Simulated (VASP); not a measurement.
Ta4H3:

```xyz
7
Lattice="4.9200 0.0000 0.0000 0.0000 4.9200 0.0000 0.0000 0.0000 3.5500" Properties=species:S:1:pos:R:3 pbc="T T T"
Ta    3.6900    3.6900    0.8875
Ta    1.2300    1.2300    0.8875
Ta    3.6900    1.2300    2.6625
Ta    1.2300    3.6900    2.6625
H     2.4600    0.0000    1.7750
H     0.0000    2.4600    1.7750
H     2.4600    2.4600    0.0000
```

| Item | Value |
| --- | --- |
| Program | VASP 6.6.1 |
| Task | relaxation of cell and atoms |
| Functional | PBE |
| Potentials or basis | VASP PAW PBE potentials, release 64 (Ta_pv, H) |
| Cutoff | 600 eV |
| k mesh | 3 × 3 × 5 |
| Occupations | gaussian, width 0.2 eV |
| Spin | no spin polarisation |

At the start: pressure -10.5 GPa; volume 12.28 Å³/atom.

**Question.** Where does the relaxation end?

**Answer.** Over 4 steps the energy falls by 35.2 meV/atom and the volume is 11.55 Å³/atom (-5.9 %); space group P-42m (No. 111, to 0.05 Å).

The path:
```tsv
step	energy change (eV)	largest force (eV/Å)	pressure (GPa)	volume (Å³)
1	0.0000	0.7527	-10.49	85.93
2	-0.0443	0.2494	14.12	76.32
3	-0.2156	0.5510	1.15	80.63
4	-0.2462	0.0259	0.31	80.88
```

Final structure:
```cif
data_structure
_symmetry_space_group_name_H-M 'P 1'
_symmetry_Int_Tables_number 1
_cell_length_a 4.8265
_cell_length_b 4.8265
_cell_length_c 3.4721
_cell_angle_alpha 90.000
_cell_angle_beta 90.000
_cell_angle_gamma 90.000
_cell_volume 80.88
loop_
_atom_site_label
_atom_site_type_symbol
_atom_site_fract_x
_atom_site_fract_y
_atom_site_fract_z
_atom_site_occupancy
Ta1 Ta 0.75639 0.75639 0.24663 1
Ta2 Ta 0.24361 0.24361 0.24663 1
Ta3 Ta 0.75639 0.24361 0.75337 1
Ta4 Ta 0.24361 0.75639 0.75337 1
H1 H 0.50000 0.00000 0.50000 1
H2 H 0.00000 0.50000 0.50000 1
H3 H 0.50000 0.50000 0.00000 1
```

Caveat: the k points lie up to 0.43 Å⁻¹ apart in the final cell; the relaxation stopped at a loose force limit of 0.08 eV/Å, so its end isn't a converged minimum.
